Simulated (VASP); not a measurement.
# CdO (Fm-3m) in VASP: single point with HSE06

Aim: the single point of CdO with HSE06.

All numbers are computed with VASP 6.6.1; they aren't measurements. Logs are shortened: lines on timing, memory, paths and dates and some standing lists are left out, and cuts for length are marked.

### Step 1. The cell of the first run

The structure is cubic, space group Fm-3m (No. 225). The conventional cell has a = 4.706 Å, b = 4.706 Å, c = 4.706 Å, α = 90.00°, β = 90.00°, γ = 90.00°. Cd (site symmetry m-3m) has 6 O at 2.35 Å within 3.1 Å. O (site symmetry m-3m) has 6 Cd at 2.35 Å within 3.1 Å.

### Step 2. Single point, HSE06

Contents of POSCAR:

```
CdO
1.0
    0.0000000000      2.3530013823      2.3530013823
    2.3530013823      0.0000000000      2.3530013823
    2.3530013823      2.3530013823      0.0000000000
Cd O
1 1
Direct
    0.0000000000      0.0000000000      0.0000000000
    0.5000000000      0.5000000000      0.5000000000
```

Contents of INCAR.step1:

```
SYSTEM = CdO
PREC = Accurate
ENCUT = 520
EDIFF = 1E-5
ISMEAR = -1
SIGMA = 0.02
LREAL = .FALSE.
LASPH = .TRUE.
NELM = 120
ALGO = Normal
ISIF = 2
LWAVE = .TRUE.
LCHARG = .FALSE.
GGA = PE
NBANDS = 16
GGA_COMPAT = .FALSE.
```

Contents of INCAR.step2:

```
SYSTEM = CdO
PREC = Accurate
ENCUT = 520
EDIFF = 1E-6
ISMEAR = -1
SIGMA = 0.02
LREAL = .FALSE.
LASPH = .TRUE.
NELM = 120
ALGO = Normal
ISIF = 2
LWAVE = .FALSE.
LCHARG = .FALSE.
GGA = PE
LHFCALC = .TRUE.
HFSCREEN = 0.2079
PRECFOCK = Normal
ISTART = 1
NBANDS = 16
GGA_COMPAT = .FALSE.
```

Contents of KPOINTS:

```
Automatic mesh
0
G
  6 6 6
  0 0 0
```

Potentials or basis: VASP PAW PBE potentials, release 64 (Cd, O).

Command:

```sh
> cat potpaw_PBE.64/Cd/POTCAR potpaw_PBE.64/O/POTCAR > POTCAR
> cp INCAR.step1 INCAR
> mpirun -np 1 vasp_std > vasp.out
> cp INCAR.step2 INCAR
> mpirun -np 1 vasp_std > vasp.out
```

OUTCAR:

```text
SYSTEM = CdO
   PREC = Accurate
   ENCUT = 520
   EDIFF = 1E-6
   ISMEAR = -1
   LREAL = .FALSE.
   LASPH = .TRUE.
   NELM = 120
   ISIF = 2
   GGA = PE
   LHFCALC = .TRUE.
   HFSCREEN = 0.2079
   PRECFOCK = Normal
   ISTART = 1

 ion  position               nearest neighbor table
   1  0.000  0.000  0.000-   2 2.35   2 2.35   2 2.35   2 2.35   2 2.35   2 2.35
   2  0.500  0.500  0.500-   1 2.35   1 2.35   1 2.35   1 2.35   1 2.35   1 2.35

  LATTYP: Found a face centered cubic cell.
 ALAT       =     4.7060027646

  Lattice vectors:

 A1 = (   0.0000000000,   2.3530013823,   2.3530013823)
 A2 = (   2.3530013823,   0.0000000000,   2.3530013823)
 A3 = (   2.3530013823,   2.3530013823,   0.0000000000)

Analysis of symmetry for initial positions (statically):
=====================================================================
 Subroutine PRICEL returns:
 Original cell was already a primitive cell.

 Routine SETGRP: Setting up the symmetry group for a
 face centered cubic supercell.

 Subroutine GETGRP returns: Found 48 space group operations
 (whereof 48 operations were pure point group operations)
 out of a pool of 48 trial point group operations.

The static configuration has the point symmetry O_h .

Analysis of symmetry for dynamics (positions and initial velocities):
=====================================================================
 Subroutine PRICEL returns:
 Original cell was already a primitive cell.

 Routine SETGRP: Setting up the symmetry group for a
 face centered cubic supercell.

 Subroutine GETGRP returns: Found 48 space group operations
 (whereof 48 operations were pure point group operations)
 out of a pool of 48 trial point group operations.

The dynamic configuration has the point symmetry O_h .

 Subroutine INISYM returns: Found 48 space group operations
 (whereof 48 operations are pure point group operations),
 and found     1 'primitive' translations

----------------------------------------------------------------------------------------

                                     Primitive cell

  volume of cell :      26.0553

  direct lattice vectors                    reciprocal lattice vectors
     0.000000000  2.353001382  2.353001382    -0.212494563  0.212494563  0.212494563
     2.353001382  0.000000000  2.353001382     0.212494563 -0.212494563  0.212494563
     2.353001382  2.353001382  0.000000000     0.212494563  0.212494563 -0.212494563

  length of vectors
     3.327646467  3.327646467  3.327646467     0.368051379  0.368051379  0.368051379

  position of ions in fractional coordinates (direct lattice)
     0.000000000  0.000000000  0.000000000
     0.500000000  0.500000000  0.500000000

  ion indices of the primitive-cell ions
   primitive index   ion index
                 1           1
                 2           2

----------------------------------------------------------------------------------------

 KPOINTS: Automatic mesh

Automatic generation of k-mesh.
 Grid dimensions read from file:
 generate k-points for:    6    6    6

 Generating k-lattice:

  Cartesian coordinates                     Fractional coordinates (reciprocal lattice)
    -0.035415760  0.035415760  0.035415760     0.166666667  0.000000000  0.000000000
     0.035415760 -0.035415760  0.035415760     0.000000000  0.166666667  0.000000000
     0.035415760  0.035415760 -0.035415760     0.000000000  0.000000000  0.166666667

  Length of vectors
     0.061341897  0.061341897  0.061341897

  Shift w.r.t. Gamma in fractional coordinates (k-lattice)
     0.000000000  0.000000000  0.000000000

 Subroutine IBZKPT returns following result:
 ===========================================

 Found     16 irreducible k-points:

 Following reciprocal coordinates:
            Coordinates               Weight
  0.000000  0.000000  0.000000      1.000000
  0.166667  0.000000  0.000000      8.000000
  0.333333  0.000000  0.000000      8.000000
  0.500000  0.000000  0.000000      4.000000
  0.166667  0.166667  0.000000      6.000000
  0.333333  0.166667  0.000000     24.000000
[... 8 lines left out ...]
 -0.333333  0.333333  0.166667     24.000000
 -0.333333  0.500000  0.166667     12.000000
   k-points           NKPTS =     16   k-points in BZ     NKDIM =    216   number of bands    NBANDS=     16
   number of dos      NEDOS =    301   number of ions     NIONS =      2
   total plane-waves  NPLWV =  21952
   dimension x,y,z NGX =    28 NGY =   28 NGZ =   28
   dimension x,y,z NGXF=    56 NGYF=   56 NGZF=   56
   ions per type =               1   1
   NGX,Y,Z   is equivalent  to a cutoff of  13.99, 13.99, 13.99 a.u.
   NGXF,Y,Z  is equivalent  to a cutoff of  27.98, 27.98, 27.98 a.u.
 SYSTEM =  CdO
   PREC   = accura    normal or accurate (medium, high low for compatibility)
   ISTART =      1    job   : 0-new  1-cont  2-samecut
   ICHARG =      0    charge: 1-file 2-atom 10-const
   ISPIN  =      1    spin polarized calculation?
   LNONCOLLINEAR =      F non collinear calculations
   LSORBIT =      F    spin-orbit coupling
   LASPH  =      T    aspherical Exc in radial PAW
   ENCUT  =  520.0 eV  38.22 Ry    6.18 a.u.   6.19  6.19  6.19*2*pi/ulx,y,z
   NELM   =    120;   NELMIN=  2; NELMDL=  0     # of ELM steps
   EDIFF  = 0.1E-05   stopping-criterion for ELM
   LREAL  =      F    real-space projection
   EDIFFG = 0.1E-04   stopping-criterion for IOM
   NSW    =      0    number of steps for IOM
   IBRION =     -1    ionic relax: 0-MD 1-quasi-New 2-CG
   NFREE  =      0    steps in history (QN), initial steepest desc. (CG)
   ISIF   =      2    stress and relaxation
   ISYM   =      3    0-nonsym 1-usesym 2-fastsym
   POTIM  = 0.5000    time-step for ionic-motion
   TEBEG  =    0.0;   TEEND  =   0.0 temperature during run
   PSTRESS=    0.0 pullay stress
   NELECT =      18.0000    total number of electrons
   NUPDOWN=      -1.0000    fix difference up-down
   EMIN   =  10.00;   EMAX   =-10.00  energy-range for DOS
   EFERMI =   0.00;   METHOD = LEGACY
   ISMEAR =    -1;   SIGMA  =   0.02  broadening in eV -4-tet -1-fermi 0-gaus
   EFERMI_NEDOS =   21; number of points for ismear=-14 and -15
   IALGO  =     38    algorithm
   IMIX   =      1    mixing-type and parameters
     AMIX     =   0.40;   BMIX     =  1.00
     AMIX_MAG =   1.60;   BMIX_MAG =  1.00
  volume/ion in A,a.u.               =      13.03        87.92
  Fermi-wavevector in a.u.,A,eV,Ry     =   1.447216  2.734843 28.496524  2.094435
  Thomas-Fermi vector in A             =   2.565196
   LORBIT       =      0    0 simple, 1 ext, 2 COOP (PROOUT), +10 PAW based schemes
   GGA     = PE    functional components
   LHFCALC =     T    Hartree Fock is set to
   PRECFOCK=normal    Normal, Fast or Accurate (Low or Medium for compatibility)
   ENCUT4O =  -1.0   cutoff for four orbital integrals eV
   NKREDX  =     1    reduce k-point grid by
   NKREDY  =     1    reduce k-point grid by
   NKREDZ  =     1    reduce k-point grid by
   AEXX    =    0.2500 exact exchange contribution
   HFSCREEN=    0.2079 screening length (either q_TF or 0.3 A-1)
   HFSCREENC=   0.2079 screening length for correlation (either q_TF or 0.3 A-1)
   ENCUTFOCK=  -1.0 apply spherical cutoff to Coloumb kernel
   IVDW    =     0    specifies the selected vdW correction
   LEPSILON=     F    determine dielectric tensor
   LRPA    =     F    only Hartree local field effects (RPA)
 non-spin polarized calculation
  energy-cutoff  :      520.00
  volume of cell :       26.06
 maximum number of plane-waves:       725
 NGX is ok and might be reduce to    28
  NGX = 20; NGY = 20; NGZ = 20

 number of electron      18.0000002 magnetization

 Free energy of the ion-electron system (eV)
  ---------------------------------------------------
  ext. energy  EPLUGINS =         0.00000000
  ---------------------------------------------------
  free energy    TOTEN  =        -9.99633963 eV

  energy without entropy =       -9.99633963  energy(sigma->0) =       -9.99633963

 E-fermi :   1.3901     XC(G=0):  -9.5379

 val. band max:        0.9629176124   @ k =   0.5000   0.0000   0.0000
 cond. band min:       1.8348017560   @ k =   0.0000   0.0000   0.0000
 fundamental gap:      0.8718841436
 Fermi energy:         1.3901326257

 k-point     1 :       0.0000    0.0000    0.0000
  band No.  band energies     occupation
      1     -17.9624      2.00000
      2      -6.5376      2.00000
      3      -6.5376      2.00000
      4      -6.5376      2.00000
      5      -6.2826      2.00000
      6      -6.2826      2.00000
[... 8 lines left out ...]
     15      21.3745      0.00000
     16      21.3745      0.00000

 k-point     2 :       0.1667    0.0000    0.0000
  band No.  band energies     occupation
      1     -17.7727      2.00000
      2      -6.6523      2.00000
      3      -6.5922      2.00000
      4      -6.5922      2.00000
      5      -6.3473      2.00000
      6      -6.3473      2.00000
[... 8 lines left out ...]
     15      21.6941      0.00000
     16      21.6941      0.00000

 k-point     3 :       0.3333    0.0000    0.0000
  band No.  band energies     occupation
      1     -17.3645      2.00000
      2      -7.0814      2.00000
      3      -6.9875      2.00000
      4      -6.9875      2.00000
      5      -6.1216      2.00000
      6      -6.1216      2.00000
[... 8 lines left out ...]
     15      23.2985      0.00000
     16      23.2985      0.00000

 k-point     4 :       0.5000    0.0000    0.0000
  band No.  band energies     occupation
      1     -17.1428      2.00000
      2      -7.4017      2.00000
      3      -7.1733      2.00000
      4      -7.1733      2.00000
      5      -5.9936      2.00000
      6      -5.9936      2.00000
[... 8 lines left out ...]
     15      24.1164      0.00000
     16      25.0665      0.00000
[... 172 lines left out ...]
 k-point    14 :       0.5000    0.3333    0.1667
  band No.  band energies     occupation
      1     -17.2683      2.00000
      2      -6.8585      2.00000
      3      -6.7885      2.00000
      4      -6.7594      2.00000
      5      -6.0779      2.00000
      6      -5.9135      2.00000
[... 8 lines left out ...]
     15      24.0138      0.00000
     16      26.7670      0.00000

 k-point    15 :      -0.3333    0.3333    0.1667
  band No.  band energies     occupation
      1     -17.1805      2.00000
      2      -6.9503      2.00000
      3      -6.7092      2.00000
      4      -6.6948      2.00000
      5      -5.9442      2.00000
      6      -5.9068      2.00000
[... 8 lines left out ...]
     15      22.0528      0.00000
     16      27.8363      0.00000

 k-point    16 :      -0.3333    0.5000    0.1667
  band No.  band energies     occupation
      1     -17.2202      2.00000
      2      -6.8401      2.00000
      3      -6.5761      2.00000
      4      -6.3404      2.00000
      5      -5.8473      2.00000
      6      -5.6618      2.00000
[... 8 lines left out ...]
     15      24.1324      0.00000
     16      27.6567      0.00000

------------------------ aborting loop because EDIFF is reached ----------------------------------------

  FORCE on cell =-STRESS in cart. coord.  units (eV):
  Direction    XX          YY          ZZ          XY          YZ          ZX
  --------------------------------------------------------------------------------------
  -------------------------------------------------------------------------------------
  Total        0.2537757      0.2537757      0.2537757      0.0000000      0.0000000     -0.0000000
  in kB       15.6050117     15.6050117     15.6050117      0.0000000      0.0000000     -0.0000000
  external PRESSURE =      15.6050117 kB  Pullay stress =       0.0000000 kB

 VOLUME and BASIS-vectors are now :
 -----------------------------------------------------------------------------
  energy-cutoff  :      520.00
  volume of cell :       26.06
      direct lattice vectors                 reciprocal lattice vectors
     0.000000000  2.353001382  2.353001382    -0.212494563  0.212494563  0.212494563
     2.353001382  0.000000000  2.353001382     0.212494563 -0.212494563  0.212494563
     2.353001382  2.353001382  0.000000000     0.212494563  0.212494563 -0.212494563

 POSITION                                       TOTAL-FORCE (eV/Angst)
 -----------------------------------------------------------------------------------
      0.00000      0.00000      0.00000        -0.000000     -0.000000      0.000000
      2.35300      2.35300      2.35300         0.000000      0.000000     -0.000000
 -----------------------------------------------------------------------------------
    total drift:                               -0.000040      0.000023      0.000078

  FREE ENERGIE OF THE ION-ELECTRON SYSTEM (eV)
  ---------------------------------------------------
  free  energy   TOTEN  =        -9.9963396266 eV

  energy  without entropy=       -9.9963396266  energy(sigma->0) =       -9.99633963
```

Run time: 17 min. Hardware: 1 thread of Intel Xeon 6975P-C (Granite Rapids), shared host; peak memory 0.27 GiB.

Results:

```yaml
Free_energy: -9.9963 eV
Pressure: 1.6 GPa
Band_gap_on_the_k_mesh: 0.87 eV (least direct gap 2.21 eV)
```

Caveat: the PAW data sets were made with another functional, which shifts forces and pressure a little. A k mesh can miss the band edges.
